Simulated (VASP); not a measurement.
Input of a VASP 6.6.1 run:

The input INCAR:

```
ALGO     = Normal         # electronic algorithm
EDIFF    = 1E-6           # SCF threshold, eV
EDIFFG   = -0.04          # ionic threshold
ENCUT    = 600            # plane-wave cutoff, eV
GGA      = PE             # functional
IBRION   = 2              # ionic algorithm
ISIF     = 3              # what is computed and relaxed
ISMEAR   = 0              # smearing method
LASPH    = T              # aspherical terms in the spheres
LCHARG   = F              # write CHGCAR
LREAL    = F              # projectors in reciprocal space
LWAVE    = F              # write WAVECAR
NELM     = 80             # most SCF steps
NSW      = 90             # ionic steps
PREC     = Accurate       # precision mode
SIGMA    = 0.1            # smearing width, eV
```

KPOINTS

```
k-points
0
Gamma
  6 6 6
```

The input POSCAR:

```
AlC
1.0
    1.5191330311     -2.6803988623      0.0000000000
    1.5191330311      2.6803988623      0.0000000000
    0.0000000000      0.0000000000      2.7299709474
Al C
1 1
Direct
    0.5000000000      0.5000000000      0.0000000000
    0.0000000000      0.0000000000      0.5000000000
```

Potentials or basis: VASP PAW PBE potentials, release 64 (Al, C).

Command:

```bash
$ cat potpaw_PBE.64/Al/POTCAR potpaw_PBE.64/C/POTCAR > POTCAR
$ mpirun -np 1 vasp_std > vasp.out
```

(1) What does it give for the relaxed volume?

(2) Estimate the space group after relaxing (to 0.05 Å).

Answers

(1) 11.04 Å³/atom.

(2) Cmmm (No. 65).

Caveat: the k points lie up to 0.40 Å⁻¹ apart in the final cell.
